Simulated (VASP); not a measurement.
Crystal: BiN3.

```
Bi N
1.0
     0.00000    2.78582    2.78582
     2.78582    0.00000    2.78582
     2.78582    2.78582    0.00000
Bi N
1 3
Direct
  0.00000 0.00000 0.00000
  0.50000 0.50000 0.50000
  0.25000 0.25000 0.25000
  0.75000 0.75000 0.75000
```

| Item | Value |
| --- | --- |
| Program | VASP 6.6.1 |
| Task | relaxation of cell and atoms |
| Functional | r2SCAN |
| Potentials or basis | VASP PAW PBE potentials, release 64 (Bi_d, N) |
| Cutoff | 660 eV |
| k mesh | 6 × 6 × 6 |
| Occupations | tetrahedron |
| Spin | no spin polarisation |

At the start: pressure 5.7 GPa; volume 10.81 Å³/atom.

Question: Where does the relaxation end?

Answer: Over 4 steps the energy falls by 6.1 meV/atom and the volume is 11.21 Å³/atom (+3.7 %); space group Fm-3m (No. 225, to 0.05 Å).

Step by step:
```tsv
step	energy change (eV)	largest force (eV/Å)	pressure (GPa)	volume (Å³)
1	0.0000	0.0000	5.65	43.24
2	-0.0170	0.0000	-2.57	45.67
3	-0.0246	0.0000	0.30	44.74
4	-0.0246	0.0000	-0.01	44.83
```

Final structure:
```xyz
4
Lattice="0.0000 2.8196 2.8196 2.8196 0.0000 2.8196 2.8196 2.8196 0.0000" Properties=species:S:1:pos:R:3 pbc="T T T"
Bi    5.6392    2.8196    2.8196
N     2.8196    2.8196    2.8196
N     1.4098    1.4098    1.4098
N     4.2294    4.2294    4.2294
```

Caveat: the PAW data sets were made with another functional, which shifts forces and pressure a little; tetrahedron occupations give inexact forces and stress in metals.
